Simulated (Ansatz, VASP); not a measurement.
**BN: VASP beside Ansatz**

File INCAR:

```
  PREC = Accurate
  ENCUT = 520
  EDIFF = 1E-6
  ISMEAR = -1
  SIGMA = 0.02
  LREAL = F
  LASPH = T
  NELM = 60
  ALGO = Normal
  ISIF = 2
  LWAVE = F
  LCHARG = F
  GGA = PE
  NBANDS = 11
```

Contents of KPOINTS:

```
regular mesh
0
Gamma
  12 12 12
```

Contents of POSCAR:

```
BN
1.0
    0.0000000000      1.8048254497      1.8138495769
    1.8048254497      0.0000000000      1.8138495769
    1.8048254497      1.8048254497      0.0000000000
B N
1 1
Direct
    0.0000000000      0.0000000000      0.0000000000
    0.2500000000      0.2500000000      0.2500000000
```

Input for Ansatz:

```yaml
crystal:
  lattice:
    - [0.0, 1.8048254497, 1.8138495769]
    - [1.8048254497, 0.0, 1.8138495769]
    - [1.8048254497, 1.8048254497, 0.0]
  atoms:
    - { symbol: B, position: [0.0, 0.0, 0.0] }
    - { symbol: "N", position: [0.25, 0.25, 0.25] }
kpoints:
  mp_grid: { grid: [12, 12, 12] }
  band_path:
    path:
      - [0.0, 0.0, 0.0]
      - [-0.5, -0.5, 0.0]
      - [-0.375, -0.375, 0.25]
      - [-0.375, 0.0, 0.375]
      - [0.0, 0.0, 0.5]
      - [-0.5, -0.25, 0.25]
      - [0.0, 0.5, 0.5]
    npoints: 1
hamiltonian:
  xc: pbe
scf:
  occupations: { method: fermi_dirac, width: 0.02 }
  n_extra_bands: 4
output:
  forces: true
  stress: true
  eigenvalues: true
```

Change from the starting cell: uniaxial_z strain +0.5%.

Alike in both runs: task single point; functional PBE; k mesh 12 × 12 × 12; occupations fermi-dirac, width 0.02 eV; no spin polarisation.

```csv
,VASP,Ansatz
version,VASP 6.6.1,Ansatz 0.2.0
potentials or method,"VASP PAW PBE potentials, release 64 (B, N)","plane waves, PAW"
plane-wave cutoff (eV),520,420
valence electrons in the cell,8,8
```

Ansatz gave:

```
gap on the k mesh at the Fermi level (eV)                     : 4.43
pressure (GPa)                                                : 2.8
traceless stress, the component that is largest in VASP (GPa) : -2.06
```

Task: Estimate VASP's values.

Result: gap on the k mesh at the Fermi level (eV): 4.41; pressure (GPa): 3.1; traceless stress, the component that is largest in VASP (GPa): -2.06.
